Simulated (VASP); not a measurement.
Wanted: the native input for a VASP 6.6.1 run.

```
Task                   : electric field gradients
Functional             : PBE
Potentials or basis    : VASP PAW PBE potentials, release 64 (W_sv)
Cutoff                 : 520 eV
k mesh                 : 14 × 14 × 14
Occupations            : fermi-dirac, width 0.05 eV
Spin                   : no spin polarisation
Dipole correction      : no
Further INCAR settings : ALGO = Normal; EDIFF = 1e-08; NBANDS = 13
```

The structure of W lies in POSCAR:

```
W
1.0
    0.0000000000      2.0097000000      2.0300000000
    2.0097000000      0.0000000000      2.0300000000
    2.0097000000      2.0097000000      0.0000000000
W
1
Direct
    0.0000000000      0.0000000000      0.0000000000
```

This cell differs from its parent crystal: equal xx and yy strain of -1 %.

One way to write it, as run:

INCAR

```
PREC = Accurate ; ENCUT = 520
EDIFF = 1E-8 ; ISMEAR = -1
SIGMA = 0.05 ; LREAL = False
LASPH = True ; NELM = 100
ALGO = Normal ; ISIF = 2
LWAVE = False ; LCHARG = False
GGA = PE ; LEFG = True
NBANDS = 13
```

KPOINTS

```
regular mesh
0
Gamma
  14 14 14
```

Potentials or basis: VASP PAW PBE potentials, release 64 (W_sv).

Run with:

```console
$ cat potpaw_PBE.64/W_sv/POTCAR > POTCAR
$ mpirun -np 1 vasp_std > vasp.out
```

It gave:

The pressure is 1.4 GPa. The band gap on the k mesh is zero (band 7 reaches 13.62 eV, above the bottom of band 8 at 9.99 eV).

Caveat: the cell differs from its parent crystal (equal xx and yy strain of -1 %); without QUAD_EFG the Cq values of the log hold for a quadrupole moment of 1 mb, not for the nuclei; spin-orbit coupling is left out, which moves the levels of the heavy elements.

Run time: 15 s on 1 thread of Intel(R) Xeon(R) 6975P-C (Granite Rapids), on a shared host, peak memory 0.18 GiB.
